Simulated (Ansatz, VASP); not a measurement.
## TiCo: VASP beside Ansatz

```xyz
2
Lattice="2.9861 0.0000 0.0000 0.0000 2.9861 0.0000 0.0000 0.0000 2.9861" Properties=species:S:1:pos:R:3 pbc="T T T"
Co    1.4931    1.4931    1.4931
Ti    0.0000    0.0000    0.0000
```

Alike in both runs: task relaxation of cell and atoms; functional RPBE; k mesh 9 × 9 × 9; occupations fermi-dirac, width 0.05 eV; collinear spin.

|  | VASP | Ansatz |
| --- | --- | --- |
| version | VASP 6.6.1 | Ansatz 0.2.0 |
| potentials or method | VASP PAW PBE potentials, release 64 (Co, Ti_sv) | Ansatz PAW |
| plane-wave cutoff (eV) | 600 | 420 |
| valence electrons in the cell | 21 | 29 |

Ansatz gave:

- gap on the k mesh at the Fermi level, each at its own relaxed structure (eV): none
- net moment per atom (μB): 0.43
- size of the moment on the site where the two differ most (μB): 1.02
- relaxed volume (Å³/atom): 13.65
- relaxed cell length with the largest relative difference (Å): 3.011

Question: Which values does VASP return?

Answer: gap on the k mesh at the Fermi level, each at its own relaxed structure (eV): none; net moment per atom (μB): 0.42; size of the moment on the site where the two differ most (μB): 0.98; relaxed volume (Å³/atom): 13.61; relaxed cell length with the largest relative difference (Å): 3.008.

VASP's potentials were made for PBE, not for RPBE. Site moments also hang on the region over which each program counts them. A gap of «none» marks a metal or a gap that the smearing closes. VASP's potentials hold 21 valence electrons a cell and Ansatz's 29, so a difference there can come from the potentials and not from the codes.

Noted on Ansatz's run: the plane-wave basis is chosen anew once the cell has moved, so the energies of steps on either side of that aren't comparable.
